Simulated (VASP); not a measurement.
Cd3In3O2:

```xyz
8
Lattice="3.4000 0.0000 0.0000 -1.7000 2.9445 0.0000 0.0000 0.0000 15.8000" Properties=species:S:1:pos:R:3 pbc="T T T"
Cd    0.0000    0.0000    0.0000
Cd    0.0000    1.9630    2.5280
Cd    1.7000    0.9815   13.2720
In    0.0000    1.9630   10.5860
In    0.0000    0.0000    7.9000
In    1.7000    0.9815    5.2140
O     0.0000    1.9630   14.5360
O     1.7000    0.9815    1.2640
```

```yaml
Program: VASP 6.6.1
Task: relaxation of cell and atoms
Functional: PBE
Potentials_or_basis: VASP PAW PBE potentials, release 64 (Cd, In_d, O)
Cutoff: 600 eV
k_mesh: 5 × 5 × 1
Occupations: gaussian, width 0.2 eV
Spin: no spin polarisation
```

At the start: pressure 4.1 GPa; volume 19.77 Å³/atom.

Problem. Where does the relaxation end?

Solution. Over 7 steps the energy falls by 50.7 meV/atom and the volume is 20.16 Å³/atom (+2.0 %); space group P-3m1 (No. 164, to 0.1 Å) before and after.

Step by step:
```csv
step,energy change (eV),largest force (eV/Å),pressure (GPa),volume (Å³)
1,0.0000,1.2164,4.15,158.18
2,-0.2333,0.3440,-1.64,170.16
3,-0.2347,0.3548,-1.28,169.23
4,-0.3169,0.2926,-1.06,167.34
5,-0.3952,0.2421,-0.51,163.85
6,-0.3974,0.2537,-0.38,163.09
7,-0.4059,0.0716,0.39,161.31
```

Final structure:
```
Cd In O
1.0
     3.32636    0.00000    0.00000
    -1.66318    2.88071    0.00000
     0.00000    0.00000   16.83427
Cd In O
3 3 2
Direct
  0.00000 0.00000 0.00000
  0.33333 0.66667 0.16820
  0.66667 0.33333 0.83180
  0.33333 0.66667 0.67586
  0.00000 0.00000 0.50000
  0.66667 0.33333 0.32414
  0.33333 0.66667 0.91730
  0.66667 0.33333 0.08270
```

Caveat: the k points lie up to 0.44 Å⁻¹ apart in the final cell, too coarse for converged energies and pressures of a metal; an odd number of electrons without spin polarisation forces a metal; a magnetic or distorted state may lie lower; the relaxation stopped at a loose force limit of 0.08 eV/Å, so its end isn't a converged minimum.
